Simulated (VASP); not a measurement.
Input of a VASP 6.6.1 run:

Contents of INCAR:

```
PREC = Accurate ; ENCUT = 600
EDIFF = 1E-6 ; ISMEAR = -1
SIGMA = 0.01 ; LREAL = F
LASPH = T ; NELM = 120
ALGO = Normal ; ISIF = 2
LWAVE = F ; LCHARG = F
GGA = PE ; NBANDS = 26
GGA_COMPAT = F
```

Contents of KPOINTS:

```
regular mesh
0
Gamma
  3 3 3
```

POSCAR

```
C
1.0
    3.5716218667      0.0000000000      0.0000000000
    0.0000000000      3.5716218667      0.0000000000
    0.0000000000      0.0000000000      3.5716218667
C
8
Direct
    0.0000000000      0.0000000000      0.0000000000
    0.0000000000      0.5000000000      0.5000000000
    0.5000000000      0.0000000000      0.5000000000
    0.5000000000      0.5000000000      0.0000000000
    0.2500000000      0.2500000000      0.2500000000
    0.2500000000      0.7500000000      0.7500000000
    0.7500000000      0.2500000000      0.7500000000
    0.7500000000      0.7500000000      0.2500000000
```

Potentials or basis: VASP PAW PBE potentials, release 64 (C).

Command:

```sh
$ cat potpaw_PBE.64/C/POTCAR > POTCAR
$ mpirun -np 1 vasp_std > vasp.out
```

Problem. Estimate the band gap on the k mesh.

Solution. 4.14 eV.

Problem. Predict the pressure.

Solution. 0.2 GPa.

Caveat: the k points lie up to 0.59 Å⁻¹ apart. As with any semilocal functional, this PBE gap is likely too small.
